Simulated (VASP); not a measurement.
Input of a VASP 6.6.1 run:

Contents of INCAR:

```
PREC = Accurate ; ENCUT = 520
EDIFF = 1E-6 ; ISMEAR = -1
SIGMA = 0.04 ; LREAL = False
LASPH = True ; NELM = 60
ALGO = Normal ; ISIF = 2
LWAVE = False ; LCHARG = True
GGA = PE ; LELF = True
LVHAR = True ; NBANDS = 21
```

File KPOINTS:

```
Automatic mesh
0
Gamma
  5 5 5
```

POSCAR

```
GeW
1.0
    0.0000000000      2.5776100000      2.5776100000
    2.5776100000      0.0000000000      2.5776100000
    2.5776100000      2.5776100000      0.0000000000
Ge W
1 1
Direct
    0.5000000000      0.5000000000      0.5000000000
    0.0000000000      0.0000000000      0.0000000000
```

Potentials or basis: VASP PAW PBE potentials, release 64 (Ge_d, W_sv).

Run with:

```sh
$ cat potpaw_PBE.64/Ge_d/POTCAR potpaw_PBE.64/W_sv/POTCAR > POTCAR
$ mpirun -np 1 vasp_std > vasp.out
```

**Question.** What does it give for the band gap on the k mesh?

**Answer.** Zero (bands 14 and 15 overlap by 1.22 eV).

**Question.** Predict the pressure.

**Answer.** 0.7 GPa.

Caveat: the k points lie up to 0.42 Å⁻¹ apart, too coarse for converged energies and pressures of a metal; spin-orbit coupling is left out, which moves the levels of the heavy elements.
